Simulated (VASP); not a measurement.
The system is BiIr.

```
CELL_PARAMETERS angstrom
0.00000 3.06748 3.06748
3.06748 0.00000 3.06748
3.06748 3.06748 0.00000
ATOMIC_POSITIONS crystal
Ir 0.00000 0.00000 0.00000
Bi 0.25000 0.25000 0.25000
```

Base run:

* Program: VASP 6.6.1
* Functional: PBEsol
* Potentials or basis: VASP PAW PBE potentials, release 64 (Ir, Bi_d)
* Cutoff: 500 eV
* k mesh: 10 × 10 × 10
* Occupations: gaussian, width 0.05 eV
* Spin: no spin polarisation

Its results: band gap on the k mesh zero (band 12 reaches 7.24 eV, above the bottom of band 13 at 4.49 eV); pressure -3.6 GPa.

Task: After a change of settings the same cell gave: band gap on the k mesh zero (band 12 reaches 7.48 eV, above the bottom of band 13 at 4.68 eV); pressure 0.1 GPa. Which change was it?
A. functional from PBEsol to PBE; dispersion from none to D3(BJ)
B. functional from PBEsol to LDA; potentials or basis from VASP PAW PBE potentials, release 64 (Ir, Bi_d) to VASP PAW LDA potentials, release 64 (Ir, Bi_d)
C. functional from PBEsol to PBE

Result: C.

PBE binds less tightly than PBEsol, so the same cell stands under more pressure.

Caveats: spin-orbit coupling is left out, which moves the levels of the heavy elements; the PAW data sets were made with another functional, which shifts forces and pressure a little (some runs).
